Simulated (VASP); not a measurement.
# Co (P-3m1) in VASP: single point with r2SCAN

Aim: the single point of Co with r2SCAN.

Program: VASP 6.6.1. These are calculated values, not measurements. Logs are shortened: lines on timing, memory, paths and dates and some standing lists are left out, and cuts for length are marked.

**1. The cell of the first run**

The structure is trigonal, space group P-3m1 (No. 164). Conventional cell: a = 2.473 Å, b = 2.473 Å, c = 4.035 Å, α = 90.00°, β = 90.00°, γ = 120.00°. Co (site symmetry 3m) has 12 Co at 2.43 to 2.52 Å within 3.2 Å.

**2. Single point, r2SCAN, collinear spin, ferromagnetic start**

Contents of POSCAR:

```
Co
1.0
    2.4730079810      0.0000000000      0.0000000000
   -1.2365039905      2.1416877353      0.0000000000
    0.0000000000      0.0000000000      4.0346288428
Co
2
Direct
    0.6666666667      0.3333333333      0.2567336451
    0.3333333333      0.6666666667      0.7432663549
```

Contents of INCAR.step1:

```
SYSTEM = Co
PREC = Accurate ; ENCUT = 520
ISMEAR = 0 ; SIGMA = 0.1
LREAL = .False. ; LASPH = .True.
NELM = 150 ; ISPIN = 2
MAGMOM = 2.1 2.1 ; LMAXMIX = 4
NBANDS = 20 ; GGA = PE
ALGO = Normal ; EDIFF = 1E-4
LWAVE = .True. ; LCHARG = .False.
```

Contents of INCAR.step2:

```
SYSTEM = Co
PREC = Accurate ; ENCUT = 520
EDIFF = 1E-6 ; ISMEAR = 0
SIGMA = 0.1 ; LREAL = .False.
LASPH = .True. ; NELM = 150
ALGO = Normal ; ISIF = 2
LWAVE = .False. ; LCHARG = .False.
ISPIN = 2 ; MAGMOM = 2.1 2.1
LORBIT = 11 ; LMAXMIX = 4
METAGGA = R2SCAN ; LMIXTAU = .True.
NBANDS = 20 ; ISTART = 1
```

Contents of KPOINTS:

```
regular mesh
0
Gamma
  18 18 10
  0 0 0
```

Potentials or basis: VASP PAW PBE potentials, release 64 (Co).

Command:

```sh
$ cat potpaw_PBE.64/Co/POTCAR > POTCAR
$ cp INCAR.step1 INCAR
$ mpirun -np 1 vasp_std > vasp.out
$ cp INCAR.step2 INCAR
$ mpirun -np 1 vasp_std > vasp.out
```

OUTCAR:

```text
SYSTEM = Co
   PREC = Accurate
   ENCUT = 520
   EDIFF = 1E-6
   ISMEAR = 0
   LREAL = .False.
   LASPH = .True.
   NELM = 150
   ISIF = 2
   ISPIN = 2
   LORBIT = 11
   METAGGA = R2SCAN
   ISTART = 1

 ion  position               nearest neighbor table
   1  0.667  0.333  0.257-   2 2.43   2 2.43   2 2.43   2 2.52   2 2.52   2 2.52
   2  0.333  0.667  0.743-   1 2.43   1 2.43   1 2.43   1 2.52   1 2.52   1 2.52

  LATTYP: Found a hexagonal cell.
 ALAT       =     2.4730079810
 C/A-ratio  =     1.6314661634

  Lattice vectors:

 A1 = (   2.4730079810,   0.0000000000,   0.0000000000)
 A2 = (  -1.2365039905,   2.1416877353,   0.0000000000)
 A3 = (   0.0000000000,   0.0000000000,   4.0346288428)

Analysis of symmetry for initial positions (statically):
=====================================================================
 Subroutine PRICEL returns:
 Original cell was already a primitive cell.

 Routine SETGRP: Setting up the symmetry group for a
 hexagonal supercell.

 Subroutine GETGRP returns: Found 12 space group operations
 (whereof 12 operations were pure point group operations)
 out of a pool of 24 trial point group operations.

The static configuration has the point symmetry D_3d.

Analysis of symmetry for dynamics (positions and initial velocities):
=====================================================================
 Subroutine PRICEL returns:
 Original cell was already a primitive cell.

 Routine SETGRP: Setting up the symmetry group for a
 hexagonal supercell.

 Subroutine GETGRP returns: Found 12 space group operations
 (whereof 12 operations were pure point group operations)
 out of a pool of 24 trial point group operations.

The dynamic configuration has the point symmetry D_3d.

Analysis of structural, dynamic, and magnetic symmetry:
=====================================================================
 Subroutine PRICEL returns:
 Original cell was already a primitive cell.

 Routine SETGRP: Setting up the symmetry group for a
 hexagonal supercell.

 Subroutine GETGRP returns: Found 12 space group operations
 (whereof 12 operations were pure point group operations)
 out of a pool of 24 trial point group operations.

The overall configuration has the point symmetry D_3d.

 Subroutine INISYM returns: Found 12 space group operations
 (whereof 12 operations are pure point group operations),
 and found     1 'primitive' translations

----------------------------------------------------------------------------------------

                                     Primitive cell

  volume of cell :      21.3691

  direct lattice vectors                    reciprocal lattice vectors
     2.473007981  0.000000000  0.000000000     0.404365860  0.233460738  0.000000000
    -1.236503990  2.141687735  0.000000000     0.000000000  0.466921477  0.000000000
     0.000000000  0.000000000  4.034628843     0.000000000  0.000000000  0.247854273

  length of vectors
     2.473007981  2.473007981  4.034628843     0.466921477  0.466921477  0.247854273

  position of ions in fractional coordinates (direct lattice)
     0.666666667  0.333333333  0.256733645
     0.333333333  0.666666667  0.743266355

  ion indices of the primitive-cell ions
   primitive index   ion index
                 1           1
                 2           2

----------------------------------------------------------------------------------------

 KPOINTS: regular mesh

Automatic generation of k-mesh.
 Grid dimensions read from file:
 generate k-points for:   18   18   10

 Generating k-lattice:

  Cartesian coordinates                     Fractional coordinates (reciprocal lattice)
     0.022464770  0.012970041  0.000000000     0.055555556  0.000000000  0.000000000
     0.000000000  0.025940082  0.000000000     0.000000000  0.055555556  0.000000000
     0.000000000  0.000000000  0.024785427     0.000000000  0.000000000  0.100000000

  Length of vectors
     0.025940082  0.025940082  0.024785427

  Shift w.r.t. Gamma in fractional coordinates (k-lattice)
     0.000000000  0.000000000  0.000000000

 Subroutine IBZKPT returns following result:
 ===========================================

 Found    330 irreducible k-points:

 Following reciprocal coordinates:
            Coordinates               Weight
  0.000000  0.000000  0.000000      1.000000
  0.055556  0.000000  0.000000      6.000000
  0.111111  0.000000  0.000000      6.000000
  0.166667  0.000000  0.000000      6.000000
  0.222222  0.000000  0.000000      6.000000
  0.277778  0.000000  0.000000      6.000000
[... 16 lines left out ...]
  0.333333  0.111111  0.000000     12.000000
  0.388889  0.111111  0.000000     12.000000
 [... further k-points ...]
   k-points           NKPTS =    330   k-points in BZ     NKDIM =    330   number of bands    NBANDS=     20
   number of dos      NEDOS =    301   number of ions     NIONS =      2
   total plane-waves  NPLWV =   9720
   dimension x,y,z NGX =    18 NGY =   18 NGZ =   30
   dimension x,y,z NGXF=    36 NGYF=   36 NGZF=   60
   ions per type =               2
   NGX,Y,Z   is equivalent  to a cutoff of  12.10, 12.10, 12.36 a.u.
   NGXF,Y,Z  is equivalent  to a cutoff of  24.20, 24.20, 24.72 a.u.
 SYSTEM =  Co
   PREC   = accura    normal or accurate (medium, high low for compatibility)
   ISTART =      1    job   : 0-new  1-cont  2-samecut
   ICHARG =      0    charge: 1-file 2-atom 10-const
   ISPIN  =      2    spin polarized calculation?
   LNONCOLLINEAR =      F non collinear calculations
   LSORBIT =      F    spin-orbit coupling
   LASPH  =      T    aspherical Exc in radial PAW
   ENCUT  =  520.0 eV  38.22 Ry    6.18 a.u.   4.60  4.60  7.50*2*pi/ulx,y,z
   NELM   =    150;   NELMIN=  2; NELMDL=  0     # of ELM steps
   EDIFF  = 0.1E-05   stopping-criterion for ELM
   LREAL  =      F    real-space projection
   EDIFFG = 0.1E-04   stopping-criterion for IOM
   NSW    =      0    number of steps for IOM
   IBRION =     -1    ionic relax: 0-MD 1-quasi-New 2-CG
   NFREE  =      0    steps in history (QN), initial steepest desc. (CG)
   ISIF   =      2    stress and relaxation
   ISYM   =      2    0-nonsym 1-usesym 2-fastsym
   POTIM  = 0.5000    time-step for ionic-motion
   TEBEG  =    0.0;   TEEND  =   0.0 temperature during run
   PSTRESS=    0.0 pullay stress
   NELECT =      18.0000    total number of electrons
   NUPDOWN=      -1.0000    fix difference up-down
   EMIN   =  10.00;   EMAX   =-10.00  energy-range for DOS
   EFERMI =   0.00;   METHOD = LEGACY
   ISMEAR =     0;   SIGMA  =   0.10  broadening in eV -4-tet -1-fermi 0-gaus
   EFERMI_NEDOS =   21; number of points for ismear=-14 and -15
   IALGO  =     38    algorithm
   IMIX   =      4    mixing-type and parameters
     AMIX     =   0.40;   BMIX     =  1.00
     AMIX_MAG =   1.60;   BMIX_MAG =  1.00
  volume/ion in A,a.u.               =      10.68        72.10
  Fermi-wavevector in a.u.,A,eV,Ry     =   1.546099  2.921703 32.523660  2.390422
  Thomas-Fermi vector in A             =   2.651383
   LORBIT       =     11    0 simple, 1 ext, 2 COOP (PROOUT), +10 PAW based schemes
   METAGGA = R2SCAN    functional components
   LHFCALC =     F    Hartree Fock is set to
   AEXX    =    0.0000 exact exchange contribution
   IVDW    =     0    specifies the selected vdW correction
   LEPSILON=     F    determine dielectric tensor
   LRPA    =     F    only Hartree local field effects (RPA)
 spin polarized calculation
 Gauss-broadening in eV      SIGMA  =   0.10
  energy-cutoff  :      520.00
  volume of cell :       21.37
 maximum number of plane-waves:       592
   NGX =  9   NGY =  9   NGZ = 15

 number of electron      17.9999994 magnetization       3.5288114

 Free energy of the ion-electron system (eV)
  ---------------------------------------------------
  ext. energy  EPLUGINS =         0.00000000
  ---------------------------------------------------
  free energy    TOTEN  =       -26.42136489 eV

  energy without entropy =      -26.41562061  energy(sigma->0) =      -26.41849275

 E-fermi :  10.5803     XC(G=0): -14.7796

 val. band max:       10.5769496316   @ k =   0.0000   0.2222   0.3000
 cond. band min:      10.5834211958   @ k =   0.4444   0.0000   0.3000
 fundamental gap:      0.0064715643
 Fermi energy:        10.5802745214

 spin component 1

 k-point     1 :       0.0000    0.0000    0.0000
  band No.  band energies     occupation
      1       1.0988      1.00000
      2       4.6891      1.00000
      3       7.1062      1.00000
      4       7.1435      1.00000
      5       7.1436      1.00000
      6       7.4641      1.00000
[... 12 lines left out ...]
     19      37.4920      0.00000
     20      37.4921      0.00000

 k-point     2 :       0.0556    0.0000    0.0000
  band No.  band energies     occupation
      1       1.2131      1.00000
      2       4.7560      1.00000
      3       6.9837      1.00000
      4       7.1947      1.00000
      5       7.2514      1.00000
      6       7.4395      1.00000
[... 12 lines left out ...]
     19      38.9809      0.00000
     20      39.5952      0.00000
[... 465 lines left out ...]
      3       5.5182      1.00000
      4       6.7523      1.00000
      5       6.9339      1.00000
      6       7.3116      1.00000
[... 12 lines left out ...]
     19      34.3836      0.00000
     20      36.6238      0.00000

 k-point    24 :       0.3889    0.1111    0.0000
  band No.  band energies     occupation
      1       5.1339      1.00000
      2       5.2997      1.00000
      3       5.3963      1.00000
      4       6.9184      1.00000
      5       7.0462      1.00000
      6       7.2095      1.00000
[... 12 lines left out ...]
     19      34.0013      0.00000
     20      36.4166      0.00000

 [... further k-points ...]

 spin component 2

 k-point     1 :       0.0000    0.0000    0.0000
  band No.  band energies     occupation
      1       0.5275      1.00000
      2       5.8574      1.00000
      3       9.4315      1.00000
      4       9.6455      1.00000
      5       9.6455      1.00000
      6       9.7597      1.00000
[... 12 lines left out ...]
     19      38.2137      0.00000
     20      38.2137      0.00000

 k-point     2 :       0.0556    0.0000    0.0000
  band No.  band energies     occupation
      1       0.6443      1.00000
      2       5.9400      1.00000
      3       9.3321      1.00000
      4       9.4681      1.00000
      5       9.7059      1.00000
      6       9.7721      1.00000
[... 12 lines left out ...]
     19      39.7773      0.00000
     20      40.2939      0.00000
[... 465 lines left out ...]
      3       7.2790      1.00000
      4       8.0367      1.00000
      5       9.3699      1.00000
      6       9.6654      1.00000
[... 12 lines left out ...]
     19      35.1730      0.00000
     20      37.4718      0.00000

 k-point    24 :       0.3889    0.1111    0.0000
  band No.  band energies     occupation
      1       6.0933      1.00000
      2       6.9405      1.00000
      3       7.1664      1.00000
      4       8.0321      1.00000
      5       9.3745      1.00000
      6       9.5376      1.00000
[... 12 lines left out ...]
     19      34.7836      0.00000
     20      37.2558      0.00000

 [... further k-points ...]

------------------------ aborting loop because EDIFF is reached ----------------------------------------

  FORCE on cell =-STRESS in cart. coord.  units (eV):
  Direction    XX          YY          ZZ          XY          YZ          ZX
  --------------------------------------------------------------------------------------
  -------------------------------------------------------------------------------------
  Total       -0.0114591     -0.0114591     -0.0294899      0.0000000     -0.0000000      0.0000000
  in kB       -0.8591617     -0.8591617     -2.2110502      0.0000000     -0.0000000      0.0000000
  external PRESSURE =      -1.3097912 kB  Pullay stress =       0.0000000 kB

 VOLUME and BASIS-vectors are now :
 -----------------------------------------------------------------------------
  energy-cutoff  :      520.00
  volume of cell :       21.37
      direct lattice vectors                 reciprocal lattice vectors
     2.473007981  0.000000000  0.000000000     0.404365860  0.233460738  0.000000000
    -1.236503990  2.141687735  0.000000000     0.000000000  0.466921477  0.000000000
     0.000000000  0.000000000  4.034628843     0.000000000  0.000000000  0.247854273

 POSITION                                       TOTAL-FORCE (eV/Angst)
 -----------------------------------------------------------------------------------
      1.23650      0.71390      1.03582        -0.000000     -0.000000     -0.008044
     -0.00000      1.42779      2.99880         0.000000      0.000000      0.008044
 -----------------------------------------------------------------------------------
    total drift:                                0.000000     -0.000000     -0.000000

  FREE ENERGIE OF THE ION-ELECTRON SYSTEM (eV)
  ---------------------------------------------------
  free  energy   TOTEN  =       -26.4213648943 eV

  energy  without entropy=      -26.4156206126  energy(sigma->0) =      -26.41849275

 total charge

# of ion       s       p       d       tot
------------------------------------------
    1        0.519   0.577   7.232   8.328
    2        0.519   0.577   7.232   8.328
--------------------------------------------------
tot          1.037   1.155  14.465  16.657

 magnetization (x)

# of ion       s       p       d       tot
------------------------------------------
    1       -0.011  -0.084   1.919   1.825
    2       -0.011  -0.084   1.919   1.825
--------------------------------------------------
tot         -0.022  -0.167   3.838   3.649
```

It took 13 min on 1 thread of Intel Xeon 8259CL, shared host; peak memory 0.3 GiB.

Results:

* Free energy: -26.4214 eV
* Pressure: -0.1 GPa
* Largest force: 0.008 eV/Å
* Net moment: 3.53 μB per cell
* Site moments: Co +1.82 μB
* Valence electrons inside the program's atomic spheres: Co 8.33

Forces on the atoms (eV/Å):
```
Co   0.000  0.000 -0.008
Co   0.000  0.000  0.008
```

Caveat: the PAW data sets were made with another functional, which shifts forces and pressure a little.
